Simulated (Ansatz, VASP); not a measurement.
**One calculation of Ag, two programs**

INCAR

```
PREC     = Accurate       # precision mode
ENCUT    = 520            # plane-wave cutoff, eV
EDIFF    = 1E-7           # SCF threshold, eV
ISMEAR   = 0              # smearing method
SIGMA    = 0.15           # smearing width, eV
LREAL    = False          # projectors in reciprocal space
LASPH    = True           # aspherical terms in the spheres
NELM     = 100            # most SCF steps
ALGO     = Fast           # electronic algorithm
ISIF     = 2              # what is computed and relaxed
LWAVE    = False          # write WAVECAR
LCHARG   = False          # write CHGCAR
GGA      = PS             # functional
NBANDS   = 18             # bands
```

KPOINTS

```
regular mesh
0
Gamma
  18 18 10
```

File POSCAR:

```
Ag
1.0
    2.9299980804      0.0000000000      0.0000000000
   -1.4649990402      2.5374527707      0.0000000000
    0.0000000000      0.0000000000      5.5085000000
Ag
2
Direct
    0.3333333333      0.6666666667      0.2500000000
    0.6666666667      0.3333333333      0.7500000000
```

Input for Ansatz:

```yaml
crystal:
  lattice:
    - [2.9299980804, 0.0, 0.0]
    - [-1.4649990402, 2.5374527707, 0.0]
    - [0.0, 0.0, 5.5085]
  atoms:
    - { symbol: Ag, position: [0.3333333333, 0.6666666667, 0.25] }
    - { symbol: Ag, position: [0.6666666667, 0.3333333333, 0.75] }
basis:
  ecutwfc: 420
kpoints:
  mp_grid: { grid: [18, 18, 10] }
hamiltonian:
  xc: pbesol
scf:
  occupations: { method: gaussian, width: 0.15 }
output:
  forces: true
  stress: true
  eigenvalues: true
```

Change from the starting cell: strain +0.1500 x Voigt [0, 0, 1, 0, 0, 0], atoms carried along.

Alike in both runs: task single point; functional PBEsol; k mesh 18 × 18 × 10; occupations gaussian, width 0.15 eV; no spin polarisation.

|  | VASP | Ansatz |
| --- | --- | --- |
| version | VASP 6.6.1 | Ansatz 0.2.0 |
| potentials or method | VASP PAW PBE potentials, release 64 (Ag), cutoff 520 eV | scalar-relativistic, plane waves, PAW |
| valence electrons in the cell | 22 | 38 |

Ansatz gave:

```
gap on the k mesh at the Fermi level (eV)                     : none
pressure (GPa)                                                : -12.0
traceless stress, the component that is largest in VASP (GPa) : -3.19
```

Task: Which values does VASP return?

Result: gap on the k mesh at the Fermi level (eV): none; pressure (GPa): -12.0; traceless stress, the component that is largest in VASP (GPa): -3.17.

VASP's potentials were made for PBE, not for PBEsol. A gap of «none» marks a metal or a gap that the smearing closes. VASP's potentials hold 22 valence electrons a cell and Ansatz's 38, so a difference there can come from the potentials and not from the codes.
